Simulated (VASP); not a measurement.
Here is a VASP 6.6.1 calculation.

File INCAR:

```
SYSTEM = CdSe
PREC = Accurate
ENCUT = 520
EDIFF = 1E-6
ISMEAR = 0
SIGMA = 0.01
LREAL = .False.
LASPH = .True.
NELM = 80
ALGO = Normal
ISIF = 2
LWAVE = .False.
LCHARG = .False.
GGA = CA
NBANDS = 26
```

The input KPOINTS:

```
Automatic mesh
0
Gamma
  6 6 4
  0 0 0
```

POSCAR

```
CdSe
1.0
    4.3320242037      0.0000000000      0.0000000000
   -2.1660121018      3.7516430102      0.0000000000
    0.0000000000      0.0000000000      6.8586992031
Cd Se
2 2
Direct
    0.3333333333      0.6666666667      0.0048579434
    0.6666666667      0.3333333333      0.5048579434
    0.3333333333      0.6666666667      0.3801420566
    0.6666666667      0.3333333333      0.8801420566
```

Potentials or basis: VASP PAW LDA potentials, release 64 (Cd, Se).

Command:

```bash
$ cat potpaw_LDA.64/Cd/POTCAR potpaw_LDA.64/Se/POTCAR > POTCAR
$ mpirun -np 1 vasp_std > vasp.out
```

(1) Predict the pressure.

(2) What does it give for the band gap on the k mesh?

Answers

(1) -0.9 GPa.

(2) 0.46 eV, direct.

Caveat: the cell differs from its parent crystal (in-plane strain +0.02).
